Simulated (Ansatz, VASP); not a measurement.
**Zn2SbO4 in VASP and in Ansatz**

```
Zn Sb O
1.0
    -1.97453    1.97453    5.98877
     1.97453   -1.97453    5.98877
     1.97453    1.97453   -5.98877
Zn Sb O
2 1 4
Direct
  0.75000 0.25000 0.50000
  0.25000 0.75000 0.50000
  0.50000 0.50000 0.00000
  0.10168 0.60168 0.50000
  0.60168 0.10168 0.50000
  0.89832 0.39832 0.50000
  0.39832 0.89832 0.50000
```

Alike in both runs: functional PBE; k mesh 5 × 5 × 5; occupations gaussian, width 0.2 eV; no spin polarisation.

Ansatz relaxed the structure, and its values are those at the end. VASP's run is a single point on that final structure, the one shown.

```csv
,VASP,Ansatz
version,VASP 6.6.1,Ansatz 0.2.0
potentials or method,"VASP PAW PBE potentials, release 64 (Zn, Sb, O), cutoff 520 eV","scalar-relativistic, plane waves, PAW"
valence electrons in the cell,53,63
```

|  | VASP | Ansatz | Ansatz less VASP |
| --- | --- | --- | --- |
| gap on the k mesh at the Fermi level (eV) | none | none | - |
| pressure (GPa) | 0.1 | -0.1 | -0.19 |
| rms of the force components (eV/Å) | 0.127 | 0.024 | -0.1029 |

A gap of «none» marks a metal or a gap that the smearing closes. The functional is the same, so the differences come from potentials, cutoffs and numerics. VASP's potentials hold 53 valence electrons a cell and Ansatz's 63, so a difference there can come from the potentials and not from the codes.

The k mesh is coarse, so the values compare programs but aren't converged. Spin-orbit coupling is off throughout.
